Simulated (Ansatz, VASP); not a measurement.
## One calculation of AgBr, two programs

File INCAR:

```
PREC = Accurate ; ENCUT = 500
EDIFF = 1E-6 ; ISMEAR = 0
SIGMA = 0.2 ; LREAL = F
LASPH = T ; NELM = 120
ALGO = Normal ; ISIF = 2
LWAVE = F ; LCHARG = T
GGA = PS ; LELF = T
LVHAR = T ; NBANDS = 26
GGA_COMPAT = F
```

KPOINTS

```
regular mesh
0
Gamma
  4 4 4
```

File POSCAR:

```
AgBr
1.0
    4.0921161929      0.0000000000      0.0414619150
    0.0000000000      4.0919047222      0.0000000000
   -0.0576709946      0.0000000000      5.7835260858
Ag Br
2 2
Direct
    0.7499714111      0.7500000000      0.7499778864
    0.2500285889      0.2500000000      0.2500221136
    0.2499844905      0.2500000000      0.7500035537
    0.7500155095      0.7500000000      0.2499964463
```

Input for Ansatz:

```yaml
crystal:
  lattice:
    - [4.0921161929, 0.0, 0.041461915]
    - [0.0, 4.0919047222, 0.0]
    - [-0.0576709946, 0.0, 5.7835260858]
  atoms:
    - { symbol: Ag, position: [0.7499714111, 0.75, 0.7499778864] }
    - { symbol: Ag, position: [0.2500285889, 0.25, 0.2500221136] }
    - { symbol: Br, position: [0.2499844905, 0.25, 0.7500035537] }
    - { symbol: Br, position: [0.7500155095, 0.75, 0.2499964463] }
kpoints:
  mp_grid: { grid: [4, 4, 4] }
hamiltonian:
  xc: pbesol
scf:
  occupations: { method: gaussian, width: 0.2 }
  n_extra_bands: 5
output:
  forces: true
  stress: true
  eigenvalues: true
```

Alike in both runs: task single point; functional PBEsol; k mesh 4 × 4 × 4; occupations gaussian, width 0.2 eV; no spin polarisation.

|  | VASP | Ansatz |
| --- | --- | --- |
| version | VASP 6.6.1 | Ansatz 0.2.0 |
| potentials or method | VASP PAW PBE potentials, release 64 (Ag, Br) | plane waves |
| plane-wave cutoff (eV) | 500 | 420 |
| valence electrons in the cell | 36 | 52 |

Ansatz gave:

- pressure (GPa): -2.5
- traceless stress, the component that is largest in VASP (GPa): -0.18

Estimate VASP's values.

pressure (GPa): -2.6; traceless stress, the component that is largest in VASP (GPa): -0.18.

VASP's potentials were made for PBE, not for PBEsol. VASP's potentials hold 36 valence electrons a cell and Ansatz's 52, so a difference there can come from the potentials and not from the codes.
